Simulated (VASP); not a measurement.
# InSe (Cm) in VASP: single point with PBE

Aim: the single point of InSe with PBE.

Program: VASP 6.6.1. These are calculated values, not measurements. Logs are shortened: lines on timing, memory, paths and dates and some standing lists are left out, and cuts for length are marked.

## 1. The cell of the first run

It takes space group Cm (No. 8, monoclinic). Conventional cell: a = 7.305 Å, b = 4.021 Å, c = 8.756 Å, α = 90.00°, β = 106.15°, γ = 90.00°. In (site symmetry m) has 3 Se at 2.66 to 2.69 Å and 1 In at 2.80 Å within 3.5 Å. Within 3.5 Å of In (site symmetry m) lie 3 Se at 2.66 to 2.69 Å and 1 In at 2.80 Å. Se (site symmetry m) has 3 In at 2.66 to 2.69 Å within 3.5 Å. Within 3.5 Å of Se (site symmetry m) lie 3 In at 2.66 to 2.69 Å.

## 2. Single point, PBE (uniaxial y strain +4.9%)

File INCAR:

```
  PREC = Accurate
  ENCUT = 520
  EDIFF = 1E-6
  ISMEAR = -1
  SIGMA = 0.02
  LREAL = F
  LASPH = T
  NELM = 60
  ALGO = Normal
  ISIF = 2
  LWAVE = F
  LCHARG = T
  GGA = PE
  LELF = T
  LVHAR = T
  NBANDS = 27
```

File KPOINTS:

```
Automatic mesh
0
Gamma
  8 8 8
```

File POSCAR:

```
InSe
1.0
    2.0105578892      1.2174429901      8.4106659677
   -2.0105578892      1.2174429901      8.4106659677
    0.0000000000     -2.4348859802      8.4106659677
In Se
2 2
Direct
   -0.0012073618     -0.0012073618      0.0029399128
    0.1074278592      0.1074278592      0.1185708165
    0.6225739408      0.6225739408      0.6109807082
    0.8272055618      0.8272055618      0.8235085624
```

Potentials or basis: VASP PAW PBE potentials, release 64 (In_d, Se).

Run with:

```
> cat potpaw_PBE.64/In_d/POTCAR potpaw_PBE.64/Se/POTCAR > POTCAR
> mpirun -np 1 vasp_std > vasp.out
```

OUTCAR:

```text
PREC = Accurate
   ENCUT = 520
   EDIFF = 1E-6
   ISMEAR = -1
   LREAL = F
   LASPH = T
   NELM = 60
   ISIF = 2
   GGA = PE

 ion  position               nearest neighbor table
   1  0.999  0.999  0.003-   3 2.66   3 2.66   3 2.69   2 2.80
   2  0.107  0.107  0.119-   4 2.66   4 2.66   4 2.69   1 2.80
   3  0.623  0.623  0.611-   1 2.66   1 2.66   1 2.69
   4  0.827  0.827  0.824-   2 2.66   2 2.66   2 2.69

  LATTYP: Found a base centered monoclinic cell.
 ALAT       =     7.3046579406
 B/A-ratio  =     0.5504865267
 C/A-ratio  =     1.1986906101
 COS(beta)  =    -0.2780812084

  Lattice vectors:

 A1 = (   2.0105578892,   3.6523289703,   0.0000000000)
 A2 = (  -2.0105578892,   3.6523289703,   0.0000000000)
 A3 = (   0.0000000000,  -2.4348859802,   8.4106659677)

Analysis of symmetry for initial positions (statically):
=====================================================================
 Subroutine PRICEL returns:
 Original cell was already a primitive cell.

 Routine SETGRP: Setting up the symmetry group for a
 base centered monoclinic supercell.

 Subroutine GETGRP returns: Found  2 space group operations
 (whereof  2 operations were pure point group operations)
 out of a pool of  4 trial point group operations.

The static configuration has the point symmetry C_1h.

Analysis of symmetry for dynamics (positions and initial velocities):
=====================================================================
 Subroutine PRICEL returns:
 Original cell was already a primitive cell.

 Routine SETGRP: Setting up the symmetry group for a
 base centered monoclinic supercell.

 Subroutine GETGRP returns: Found  2 space group operations
 (whereof  2 operations were pure point group operations)
 out of a pool of  4 trial point group operations.

The dynamic configuration has the point symmetry C_1h.

 Subroutine INISYM returns: Found  2 space group operations
 (whereof  2 operations are pure point group operations),
 and found     1 'primitive' translations

----------------------------------------------------------------------------------------

                                     Primitive cell

  volume of cell :     123.5227

  direct lattice vectors                    reciprocal lattice vectors
[... 82 lines left out ...]
   PREC   = accura    normal or accurate (medium, high low for compatibility)
   ISTART =      0    job   : 0-new  1-cont  2-samecut
   ICHARG =      2    charge: 1-file 2-atom 10-const
   ISPIN  =      1    spin polarized calculation?
   LNONCOLLINEAR =      F non collinear calculations
   LSORBIT =      F    spin-orbit coupling
   LASPH  =      T    aspherical Exc in radial PAW
   ENCUT  =  520.0 eV  38.22 Ry    6.18 a.u.  16.24 16.24 16.28*2*pi/ulx,y,z
   NELM   =     60;   NELMIN=  2; NELMDL= -5     # of ELM steps
   EDIFF  = 0.1E-05   stopping-criterion for ELM
   LREAL  =      F    real-space projection
   EDIFFG = 0.1E-04   stopping-criterion for IOM
   NSW    =      0    number of steps for IOM
   IBRION =     -1    ionic relax: 0-MD 1-quasi-New 2-CG
   NFREE  =      0    steps in history (QN), initial steepest desc. (CG)
   ISIF   =      2    stress and relaxation
   ISYM   =      2    0-nonsym 1-usesym 2-fastsym
   POTIM  = 0.5000    time-step for ionic-motion
   TEBEG  =    0.0;   TEEND  =   0.0 temperature during run
   PSTRESS=    0.0 pullay stress
   NELECT =      38.0000    total number of electrons
   NUPDOWN=      -1.0000    fix difference up-down
   EMIN   =  10.00;   EMAX   =-10.00  energy-range for DOS
   EFERMI =   0.00;   METHOD = LEGACY
   ISMEAR =    -1;   SIGMA  =   0.02  broadening in eV -4-tet -1-fermi 0-gaus
   EFERMI_NEDOS =   21; number of points for ismear=-14 and -15
   IALGO  =     38    algorithm
   IMIX   =      4    mixing-type and parameters
     AMIX     =   0.40;   BMIX     =  1.00
     AMIX_MAG =   1.60;   BMIX_MAG =  1.00
  volume/ion in A,a.u.               =      30.88       208.39
  Fermi-wavevector in a.u.,A,eV,Ry     =   1.105148  2.088427 16.617502  1.221352
  Thomas-Fermi vector in A             =   2.241631
   LORBIT       =      0    0 simple, 1 ext, 2 COOP (PROOUT), +10 PAW based schemes
   GGA     = PE    functional components
   LHFCALC =     F    Hartree Fock is set to
   AEXX    =    0.0000 exact exchange contribution
   IVDW    =     0    specifies the selected vdW correction
   LEPSILON=     F    determine dielectric tensor
   LRPA    =     F    only Hartree local field effects (RPA)
 non-spin polarized calculation
  energy-cutoff  :      520.00
  volume of cell :      123.52
 maximum number of plane-waves:      3357
 NGX is ok and might be reduce to    70
   NGX = 33   NGY = 33   NGZ = 33

 number of electron      38.0000000 magnetization

 Free energy of the ion-electron system (eV)
  ---------------------------------------------------
  ext. energy  EPLUGINS =         0.00000000
  ---------------------------------------------------
  free energy    TOTEN  =       -14.17096162 eV

  energy without entropy =      -14.17089011  energy(sigma->0) =      -14.17092587

 E-fermi :   3.7390     XC(G=0):  -8.6378

 val. band max:        3.7068676250   @ k =   0.5000   0.5000   0.5000
 cond. band min:       3.7709203778   @ k =   0.5000   0.5000   0.5000
 fundamental gap:      0.0640527528
 Fermi energy:         3.7389715754

 k-point     1 :       0.0000    0.0000    0.0000
  band No.  band energies     occupation
      1     -11.1668      2.00000
      2     -10.9800      2.00000
      3     -10.9713      2.00000
      4     -10.8989      2.00000
      5     -10.8862      2.00000
      6     -10.8860      2.00000
[... 709 lines left out ...]
     26      10.1595      0.00000
     27      10.3305      0.00000

 [... further k-points ...]
[... 5 lines left out ...]
  --------------------------------------------------------------------------------------
  -------------------------------------------------------------------------------------
  Total        1.1568228     -0.3979337      1.2942388      0.0000000      0.0827842      0.0000000
  in kB       15.0048124     -5.1614819     16.7871955      0.0000000      1.0737692      0.0000000
  external PRESSURE =       8.8768420 kB  Pullay stress =       0.0000000 kB

 VOLUME and BASIS-vectors are now :
 -----------------------------------------------------------------------------
  energy-cutoff  :      520.00
  volume of cell :      123.52
      direct lattice vectors                 reciprocal lattice vectors
     2.010557889  1.217442990  8.410665968     0.248687194  0.136898950  0.039632216
    -2.010557889  1.217442990  8.410665968    -0.248687194  0.136898950  0.039632216
     0.000000000 -2.434885980  8.410665968     0.000000000 -0.273797899  0.039632216

 POSITION                                       TOTAL-FORCE (eV/Angst)
 -----------------------------------------------------------------------------------
      0.00000      2.42479     16.82575         0.000000     -0.012153      0.103557
      0.00000     -0.02713      2.80434         0.000000     -0.012581     -0.103541
      0.00000      0.02823     15.61128         0.000000      0.010089     -0.186293
      0.00000      0.00900     20.84095         0.000000      0.014645      0.186277
 -----------------------------------------------------------------------------------
    total drift:                               -0.000000      0.000026     -0.000243

  FREE ENERGIE OF THE ION-ELECTRON SYSTEM (eV)
  ---------------------------------------------------
  free  energy   TOTEN  =       -14.1709616171 eV

  energy  without entropy=      -14.1708901130  energy(sigma->0) =      -14.17092587
```

stdout:

```text
POSCAR found type information on POSCAR InSe
 POSCAR found :  2 types and       4 ions
 scaLAPACK will be used
 LDA part: xc-table for (Slater+PW92), standard interpolation
 POSCAR, INCAR and KPOINTS ok, starting setup
 FFT: planning ... GRIDC
 FFT: planning ... GRID_SOFT
 FFT: planning ... GRID
 WAVECAR not read
 entering main loop
```

Wall time 70 min (1 thread of Intel Xeon 8259CL, shared host); peak memory 0.93 GiB.

Results:

| Property | Result |
| --- | --- |
| Free energy | -14.1710 eV |
| Pressure | 0.9 GPa |
| Largest force | 0.187 eV/Å |
| Band gap on the k mesh | 0.06 eV |

Forces in eV/Å, atoms in the order of the input:
```
In   0.000 -0.012  0.104
In   0.000 -0.013 -0.104
Se   0.000  0.010 -0.186
Se   0.000  0.015  0.186
```

Stress tensor (GPa, compression positive):
```
 1.50  0.00  0.00
 0.00 -0.52  0.11
 0.00  0.11  1.68
```

Caveat: the cell differs from its parent crystal (uniaxial y strain +4.9%); spin-orbit coupling is left out, which moves the levels of the heavy elements. A k mesh can miss the band edges.
